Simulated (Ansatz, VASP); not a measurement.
# MnAs: VASP beside Ansatz

```xyz
2
Lattice="0.0000 2.6253 2.6253 2.6253 0.0000 2.6253 2.6253 2.6253 0.0000" Properties=species:S:1:pos:R:3 pbc="T T T"
Mn    0.0000    0.0000    0.0000
As    2.6253    2.6253    2.6253
```

Change from the starting cell: volume scaled by 1.05, PAW files.

Alike in both runs: task electric field gradients; functional PBE; k mesh 12 × 12 × 12; occupations fermi-dirac, width 0.08 eV; collinear spin.

|  | VASP | Ansatz |
| --- | --- | --- |
| version | VASP 6.6.1 | Ansatz 0.2.0 |
| potentials or method | VASP PAW PBE potentials, release 64 (Mn_pv, As) | PAW with Ansatz's default frozen-core files, scalar-relativistic |
| plane-wave cutoff (eV) | 520 | 420 |
| valence electrons in the cell | 18 | 30 |

Ansatz gave:

| Item | Value |
| --- | --- |
| pressure (GPa) | -3.3 |
| net moment per atom (μB) | 1.89 |
| size of the moment on the site where the two differ most (μB) | 3.70 |

Question: Which values does VASP return?

Answer: Pressure (GPa): -3.2; net moment per atom (μB): 1.89; size of the moment on the site where the two differ most (μB): 3.74.

Site moments also hang on the region over which each program counts them. VASP's potentials hold 18 valence electrons a cell and Ansatz's 30, so a difference there can come from the potentials and not from the codes.
